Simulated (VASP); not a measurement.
A run of VASP 6.6.1:

The input INCAR:

```
  PREC = Accurate
  ENCUT = 500
  EDIFF = 1E-6
  ISMEAR = 0
  SIGMA = 0.01
  LREAL = F
  LASPH = T
  NELM = 120
  ALGO = Normal
  ISIF = 2
  LWAVE = F
  LCHARG = F
  GGA = PS
  NBANDS = 20
  GGA_COMPAT = F
```

Contents of KPOINTS:

```
regular mesh
0
Gamma
  6 6 4
```

Contents of POSCAR:

```
CdI2
1.0
    4.2483568949      0.0000000000      0.0000000000
   -2.1241784475      3.6791849954      0.0000000000
    0.0000000000      0.0000000000      6.8844151973
Cd I
1 2
Direct
    0.0000000000      0.0000000000      0.0000000000
    0.3333333333      0.6666666667      0.2495592320
    0.6666666667      0.3333333333      0.7504407680
```

Potentials or basis: VASP PAW PBE potentials, release 64 (Cd, I).

Run with:

```console
$ cat potpaw_PBE.64/Cd/POTCAR potpaw_PBE.64/I/POTCAR > POTCAR
$ mpirun -np 1 vasp_std > vasp.out
```

Hardware: 1 thread of AMD EPYC 7R43 64-Core Processor (Zen 3) (shared host).

**Question.** How long does it take, and how much memory?

**Answer.** Run time: 39 s on 1 thread of AMD EPYC 7R43 64-Core Processor (Zen 3), with other jobs on the host, peak memory 0.2 GiB. Counts: scf iterations 12, k points 24.
